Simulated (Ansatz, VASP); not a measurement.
**Pb: VASP beside Ansatz**

```
Pb
1.0
     0.00000    2.47502    2.47502
     2.47502    0.00000    2.47502
     2.47502    2.47502    0.00000
Pb
1
Direct
  0.00000 0.00000 0.00000
```

Alike in both runs: task relaxation of cell and atoms; functional RPBE; dispersion D4; k mesh 9 × 9 × 9; occupations fermi-dirac, width 0.05 eV; no spin polarisation.

|  | VASP | Ansatz |
| --- | --- | --- |
| version | VASP 6.6.1 | Ansatz 0.2.0 |
| potentials or method | VASP PAW PBE potentials, release 64 (Pb_d) | Ansatz PAW |
| plane-wave cutoff (eV) | 600 | 420 |
| valence electrons in the cell | 14 | 14 |

Ansatz gave:

| Property | Result |
| --- | --- |
| relaxed volume (Å³/atom) | 30.53 |
| relaxed cell length with the largest relative difference (Å) | 3.508 |

**Question.** Which values does VASP return?

**Answer.** Relaxed volume (Å³/atom): 30.52; relaxed cell length with the largest relative difference (Å): 3.508.

VASP's potentials were made for PBE, not for RPBE.

Spin-orbit coupling is off throughout. Noted on Ansatz's run: the plane-wave basis is chosen anew once the cell has moved, so the energies of steps on either side of that aren't comparable.
